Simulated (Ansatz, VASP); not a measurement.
**GaN in VASP and in Ansatz**

```
Ga N
1.0
     4.54848    0.00000    0.00000
     0.00000   -4.54848    0.00000
     0.00000    0.00000   -4.54848
Ga N
4 4
Direct
  0.00006 0.00007 0.00002
  0.50006 0.50007 0.00002
  0.50006 0.00007 0.50002
  0.00006 0.50007 0.50002
  0.74994 0.74993 0.74998
  0.24994 0.24993 0.74998
  0.24994 0.74993 0.24998
  0.74994 0.24993 0.24998
```

Change from the starting cell: all N atoms moved 0.1 Å in one direction; relaxed back.

Alike in both runs: functional PBE; k mesh 6 × 6 × 6; occupations gaussian, width 0.05 eV; no spin polarisation.

Ansatz relaxed the structure, and its values are those at the end. VASP's run is a single point on that final structure, the one shown.

|  | VASP | Ansatz |
| --- | --- | --- |
| version | VASP 6.6.1 | Ansatz 0.2.0 |
| potentials or method | VASP PAW PBE potentials, release 64 (Ga_d, N), cutoff 520 eV | scalar-relativistic, plane waves, PAW |
| valence electrons in the cell | 72 | 72 |

|  | VASP | Ansatz | Ansatz less VASP |
| --- | --- | --- | --- |
| gap on the k mesh at the Fermi level (eV) | 1.55 | 1.54 | -0.006 |
| least direct gap on the mesh (eV) | 1.55 | 1.54 | -0.006 |
| pressure (GPa) | 0.1 | 0.0 | -0.09 |
| rms of the force components (eV/Å) | 0.005 | 0.005 | +0.0001 |

The functional is the same, so the differences come from potentials, cutoffs and numerics. Ansatz's warnings: stress scf threshold loose.
